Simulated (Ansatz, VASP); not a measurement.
**SrO in VASP and in Ansatz**

INCAR

```
ALGO = Normal ; EDIFF = 1E-6
ENCUT = 520 ; GGA = PE
ISIF = 2 ; ISMEAR = 0
LASPH = True ; LCHARG = False
LREAL = False ; LWAVE = False
NBANDS = 24 ; NELM = 100
PREC = Accurate ; SIGMA = 0.05
```

The input KPOINTS:

```
k-points
0
Gamma
  9 9 4
```

POSCAR

```
SrO
1.0
    3.6066365453      0.0000000000      0.0000000000
   -1.8033182727      3.1234388704      0.0000000000
    0.0000000000      0.0000000000      6.2944353951
Sr O
2 2
Direct
    0.3333333333      0.6666666667      0.2500000000
    0.6666666667      0.3333333333      0.7500000000
    0.0000000000      0.0000000000      0.0000000000
    0.0000000000      0.0000000000      0.5000000000
```

Input for Ansatz:

```yaml
crystal:
  lattice:
    - [3.6066365453, 0.0, 0.0]
    - [-1.8033182727, 3.1234388704, 0.0]
    - [0.0, 0.0, 6.2944353951]
  atoms:
    - { symbol: Sr, position: [0.3333333333, 0.6666666667, 0.25] }
    - { symbol: Sr, position: [0.6666666667, 0.3333333333, 0.75] }
    - { symbol: O, position: [0.0, 0.0, 0.0] }
    - { symbol: O, position: [0.0, 0.0, 0.5] }
basis:
  ecutwfc: 520.0
kpoints:
  mp_grid: { grid: [9, 9, 4] }
hamiltonian:
  xc: pbe
scf:
  occupations: { method: gaussian, width: 0.05 }
output:
  forces: true
  stress: true
  eigenvalues: true
```

Change from the starting cell: mode 8 frozen in at +0.000 Å, equal normal strain along x, y and z +0.0083.

Alike in both runs: task single point; functional PBE; k mesh 9 × 9 × 4; occupations gaussian, width 0.05 eV; no spin polarisation.

|  | VASP | Ansatz |
| --- | --- | --- |
| version | VASP 6.6.1 | Ansatz 0.2.0 |
| potentials or method | VASP PAW PBE potentials, release 64 (Sr_sv, O), cutoff 520 eV | scalar-relativistic, plane waves, PAW |
| valence electrons in the cell | 32 | 32 |

```csv
,VASP,Ansatz,Ansatz less VASP
gap on the k mesh at the Fermi level (eV),2.83,2.84,+0.005
least direct gap on the mesh (eV),2.83,2.84,+0.005
pressure (GPa),-1.5,-1.9,-0.45
"traceless stress, the component that is largest in VASP (GPa)",-0.21,-0.20,+0.007
```
